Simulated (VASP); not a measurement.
Mg3Te2O, 6 atoms in the cell. The structure is hexagonal, space group P6/mmm (No. 191). The conventional cell has a = 7.180 Å, b = 7.180 Å, c = 3.968 Å, α = 90.00°, β = 90.00°, γ = 120.00°. Within 3.8 Å of Mg (site symmetry mmm) lie 4 Te at 2.87 Å and 4 Mg at 3.59 Å. Te (site symmetry -6m2) has 6 Mg at 2.87 Å within 3.8 Å. O (site symmetry 6/mmm) has 2 O at 3.97 Å and 12 Mg at 4.10 Å and 6 Te at 4.15 Å within 5.2 Å. The cell was built from a structure type or drawn by symmetry, and may not be a known phase.

| Item | Value |
| --- | --- |
| Program | VASP 6.6.1 |
| Task | single point |
| Functional | PBE |
| Potentials or basis | VASP PAW PBE potentials, release 64 (Mg, Te, O) |
| Cutoff | 520 eV |
| k mesh | 3 × 3 × 4 |
| Occupations | gaussian, width 0.1 eV |
| Spin | no spin polarisation |
| Dipole correction | no |
| Further INCAR settings | ALGO = Normal; EDIFF = 1e-06; NBANDS = 21 |

Potentials or basis: VASP PAW PBE potentials, release 64 (Mg, Te, O).

Launch:

```sh
$ cat potpaw_PBE.64/Mg/POTCAR potpaw_PBE.64/Te/POTCAR potpaw_PBE.64/O/POTCAR > POTCAR
$ mpirun -np 1 vasp_std > vasp.out
```

Hardware: 1 thread of Intel(R) Xeon(R) Platinum 8259CL CPU @ 2.50GHz (Skylake/Cascade Lake), with other jobs on the host.

Question: Estimate the wall time of this run.

Answer: Run time: 73 s on 1 thread of Intel(R) Xeon(R) Platinum 8259CL CPU @ 2.50GHz (Skylake/Cascade Lake), with other jobs on the host, peak memory 0.29 GiB. Counts: scf iterations 20, k points 9.
